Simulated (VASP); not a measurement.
La2O: single point with PBE

Crystal: La2O.

```
La O
1.0
     4.26733    0.00000    0.00000
     0.00000    4.26733    0.00000
     0.00000    0.00000    9.56867
La O
4 2
Cartesian
  2.1337 0.0000 8.4504
  0.0000 2.1337 1.1182
  2.1337 0.0000 4.1375
  0.0000 2.1337 5.4312
  2.1337 2.1337 0.0000
  0.0000 0.0000 0.0000
```

```json
{
  "Program": "VASP 6.6.1",
  "Task": "single point",
  "Functional": "PBE",
  "Potentials or basis": "VASP PAW PBE potentials, release 64 (La, O)",
  "Cutoff": "520 eV",
  "k mesh": "4 × 4 × 2",
  "Occupations": "gaussian, width 0.2 eV",
  "Spin": "no spin polarisation",
  "Dipole correction": "no",
  "Further INCAR settings": "ALGO = Normal; EDIFF = 1e-07; NBANDS = 37"
}
```

```yaml
Pressure: -0.4 GPa
Largest_force: 0.058 eV/Å
Band_gap_on_the_k_mesh: zero (bands 28 and 29 overlap by 0.22 eV)
```

Forces on the atoms (eV/Å):
```
La   0.000  0.000  0.008
La   0.000  0.000 -0.008
La   0.000  0.000 -0.058
La   0.000  0.000  0.058
O    0.000  0.000  0.000
O    0.000  0.000  0.000
```

Levels at points of the mesh, in eV from the Fermi level:
| k point | band 26 | band 27 | band 28 | band 29 | band 30 | band 31 |
| --- | --- | --- | --- | --- | --- | --- |
| (0.00, 0.00, 0.00) | -1.94 | -0.55 | 0.26 | 0.32 | 0.69 | 1.09 |
| (0.50, 0.00, 0.00) | -1.19 | -0.59 | -0.59 | 0.46 | 0.46 | 1.01 |
| (0.50, 0.50, 0.00) | -0.52 | -0.17 | -0.17 | 0.38 | 0.38 | 0.73 |
| (0.00, 0.00, 0.50) | -1.92 | -0.87 | -0.12 | 0.32 | 0.95 | 1.03 |
| (0.50, 0.00, 0.50) | -1.25 | -0.28 | -0.28 | 0.42 | 0.42 | 0.63 |
| (0.50, 0.50, 0.50) | -0.41 | -0.22 | -0.22 | 0.44 | 0.44 | 0.48 |

Run time: 76 s on 1 thread of Intel(R) Xeon(R) 6975P-C (Granite Rapids), on a shared host, peak memory 0.28 GiB.

Caveat: the k points lie up to 0.37 Å⁻¹ apart; spin-orbit coupling is left out, which moves the levels of the heavy elements.
